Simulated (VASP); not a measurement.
Input of a VASP 6.6.1 run:

Contents of INCAR:

```
SYSTEM = Ga
  ALGO = Normal
  EDIFF = 1E-6
  ENCUT = 520
  GGA = PS
  ISIF = 2
  ISMEAR = -1
  LASPH = .TRUE.
  LCHARG = .FALSE.
  LREAL = .FALSE.
  LWAVE = .FALSE.
  NBANDS = 12
  NELM = 80
  PREC = Accurate
  SIGMA = 0.03
```

The input KPOINTS:

```
k-points
0
G
  16 16 16
  0 0 0
```

File POSCAR:

```
Ga
1.0
   -1.4221650000      1.3998750000      2.2290000000
    1.3998750000     -1.4221650000      2.2290000000
    1.4081250000      1.4081250000     -2.2430400000
Ga
1
Direct
    0.0000000000      0.0000000000      0.0000000000
```

Potentials or basis: VASP PAW PBE potentials, release 64 (Ga_d).

Launch:

```sh
$ cat potpaw_PBE.64/Ga_d/POTCAR > POTCAR
$ mpirun -np 1 vasp_std > vasp.out
```

(1) Predict the pressure.

## Answers

(1) 0.6 GPa.

Caveat: the cell differs from its parent crystal (equal xy, yz and zx shear strains of -1 %); the PAW data sets were made with another functional, which shifts forces and pressure a little.
